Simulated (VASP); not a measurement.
# Rb3H: single point with PBE

Crystal: Rb3H.

```
Rb H
1.0
     6.14962    0.00000    0.00000
     0.00000    6.14962    0.00000
     0.00000    0.00000    6.14962
Rb H
3 1
Direct
  0.00000 0.50000 0.50000
  0.50000 0.00000 0.50000
  0.50000 0.50000 0.00000
  0.00000 0.00000 0.00000
```

- Program: VASP 6.6.1
- Task: single point
- Functional: PBE
- Potentials or basis: VASP PAW PBE potentials, release 64 (Rb_sv, H)
- Cutoff: 520 eV
- k mesh: 4 × 4 × 4
- Occupations: gaussian, width 0.1 eV
- Spin: no spin polarisation

The pressure is 0.1 GPa and the band gap on the k mesh is zero (bands 14 and 15 overlap by 0.40 eV).

Levels at points of the mesh, in eV from the Fermi level:
```tsv
k point	band 12	band 13	band 14	band 15	band 16	band 17
(0.00, 0.00, 0.00)	-13.28	-2.83	-0.98	1.16	1.16	1.50
(0.50, 0.00, 0.00)	-13.30	-2.22	-1.27	0.81	1.00	1.93
(0.50, 0.50, 0.00)	-13.27	-2.00	-0.16	-0.05	-0.05	2.03
(0.50, 0.50, 0.50)	-13.27	-1.99	0.35	0.35	0.35	0.97
```

It took 53 s on 1 thread of AMD EPYC 7R13 Processor (Zen 3), with other jobs on the host, peak memory 0.29 GiB.
